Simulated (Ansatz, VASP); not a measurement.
# Two plane-wave programs on Si3Ag

```
Si Ag
1.0
     0.00000    3.36507    3.36507
     3.36507    0.00000    3.36507
     3.36507    3.36507    0.00000
Si Ag
3 1
Direct
  0.50000 0.50000 0.50000
  0.25000 0.25000 0.25000
  0.75000 0.75000 0.75000
  0.00000 0.00000 0.00000
```

Change from the starting cell: species swapped into the Li3Pb type (Fm-3m, No. 225).

Alike in both runs: task relaxation of cell and atoms; functional PBE; k mesh 4 × 4 × 4; occupations gaussian, width 0.1 eV; no spin polarisation.

|  | VASP | Ansatz |
| --- | --- | --- |
| version | VASP 6.6.1 | Ansatz 0.2.0 |
| potentials or method | VASP PAW PBE potentials, release 64 (Si, Ag), cutoff 600 eV | scalar-relativistic, plane waves, PAW |
| valence electrons in the cell | 23 | 31 |

```tsv
	VASP	Ansatz	Ansatz less VASP
gap on the k mesh at the Fermi level, each at its own relaxed structure (eV)	none	none	-
relaxed volume (Å³/atom)	16.54	16.61	+0.062
relaxed cell length with the largest relative difference (Å)	4.540	4.546	+0.0056
```

A gap of «none» marks a metal or a gap that the smearing closes. VASP's potentials hold 23 valence electrons a cell and Ansatz's 31, so a difference there can come from the potentials and not from the codes.

The k mesh is coarse, so the values compare programs but aren't converged.
